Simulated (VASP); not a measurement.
Runs of VASP 6.6.1 on Si. The structure is that of space group Fd-3m (No. 227), or close to it. The cells are those of the table. 

| task | cell | k mesh | cutoff (eV) | smearing | gap on the mesh (eV) | pressure (GPa) |
| --- | --- | --- | --- | --- | --- | --- |
| single point | a = 3.850 Å, angles 60.0°, 2 atoms | 16 × 16 × 16 | 520 | fermi-dirac 0.08 eV | 0.79 | (b) |
| relaxation of cell and atoms | relaxed to 15 GPa from a = 3.850 Å, angles 60.0°, 2 atoms | 8 × 8 × 8 | 600 | gaussian 0.01 eV | (a) | 15.0 |
| single point | a = 3.837 Å, angles 60.0°, 2 atoms | 8 × 8 × 8 | 520 | gaussian 0.01 eV | 0.81 | 0.8 |
| single point | a = 3.824 Å, angles 60.0°, 2 atoms | 8 × 8 × 8 | 520 | gaussian 0.01 eV | 0.79 | 1.8 |
| relaxation of cell and atoms | relaxed to 2 GPa from a = 3.850 Å, angles 60.0°, 2 atoms | 8 × 8 × 8 | 600 | gaussian 0.01 eV | 0.79 | 2.0 |
| relaxation of cell and atoms | relaxed from a = 3.838 Å, angles 60.0°, 2 atoms | 16 × 16 × 16 | 600 | fermi-dirac 0.08 eV | 0.79 | 0.0 |
| relaxation of cell and atoms | relaxed to 7 GPa from a = 3.850 Å, angles 60.0°, 2 atoms | 8 × 8 × 8 | 600 | gaussian 0.01 eV | 0.72 | 7.0 |
| relaxation of cell and atoms | relaxed to 1 GPa from a = 3.850 Å, angles 60.0°, 2 atoms | 8 × 8 × 8 | 600 | gaussian 0.01 eV | 0.81 | 1.0 |

Alike in all rows: level r2SCAN; potentials or basis VASP PAW PBE potentials, release 64 (Si); no spin polarisation.

**Question.** Estimate the missing entries.

**Answer.** (a) 0.61; (b) -0.2.

Caveats: the PAW data sets were made with another functional, which shifts forces and pressure a little; the cell is relaxed towards a set pressure, so the enthalpy falls and the energy may rise (some runs).

A k mesh can miss the band edges.
